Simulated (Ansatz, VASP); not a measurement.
Sb: VASP beside Ansatz

The input INCAR:

```
PREC = Accurate
ENCUT = 520
EDIFF = 1E-8
ISMEAR = -1
SIGMA = 0.05
LREAL = F
LASPH = T
NELM = 80
ALGO = Normal
ISIF = 2
LWAVE = F
LCHARG = F
GGA = PE
LEFG = T
NBANDS = 12
```

Contents of KPOINTS:

```
regular mesh
0
Gamma
  9 9 9
```

POSCAR

```
Sb
1.0
    2.1215346023      1.2248685738      3.6933992025
   -2.1215346023      1.2248685738      3.6933992025
    0.0000000000     -2.4497371474      3.6933992025
Sb
2
Direct
    0.2336400000      0.2336400000      0.2336400000
    0.7663600000      0.7663600000      0.7663600000
```

Input for Ansatz:

```yaml
crystal:
  lattice:
    - [2.1215346023, 1.2248685738, 3.6933992025]
    - [-2.1215346023, 1.2248685738, 3.6933992025]
    - [0.0, -2.4497371474, 3.6933992025]
  atoms:
    - { symbol: Sb, position: [0.23364, 0.23364, 0.23364] }
    - { symbol: Sb, position: [0.76636, 0.76636, 0.76636] }
kpoints:
  mp_grid: { grid: [9, 9, 9] }
scf:
  occupations: { method: fermi_dirac, width: 0.05 }
hamiltonian:
  xc: pbe
  pseudopotentials: { kind: all_electron, datasets: crystal }
output:
  forces: true
  stress: true
  eigenvalues: true
  efg: { contact_densities: true }
```

Change from the starting cell: volume scaled by 0.96, crystal datasets.

Alike in both runs: task electric field gradients; functional PBE; k mesh 9 × 9 × 9; occupations fermi-dirac, width 0.05 eV; no spin polarisation.

```csv
,VASP,Ansatz
version,VASP 6.6.1,Ansatz 0.2.0
potentials or method,"VASP PAW PBE potentials, release 64 (Sb), cutoff 520 eV","all-electron PAW with datasets made for the crystal, scalar-relativistic"
```

Ansatz gave:

```
pressure (GPa)                                                : 6.0
traceless stress, the component that is largest in VASP (GPa) : -0.65
rms of the force components (eV/Å)                            : 0.249
size of Vzz on the site where it differs most (V/Å²)          : 50.3
```

Question: Estimate VASP's values.

Answer: Pressure (GPa): 6.1; traceless stress, the component that is largest in VASP (GPa): -0.70; rms of the force components (eV/Å): 0.280; size of Vzz on the site where it differs most (V/Å²): 45.8.

Atom by atom the forces differ by 0.032 eV/Å (rms over components). Ansatz ran all-electron here, and VASP with PAW potentials.

Neither program's run includes spin-orbit coupling.
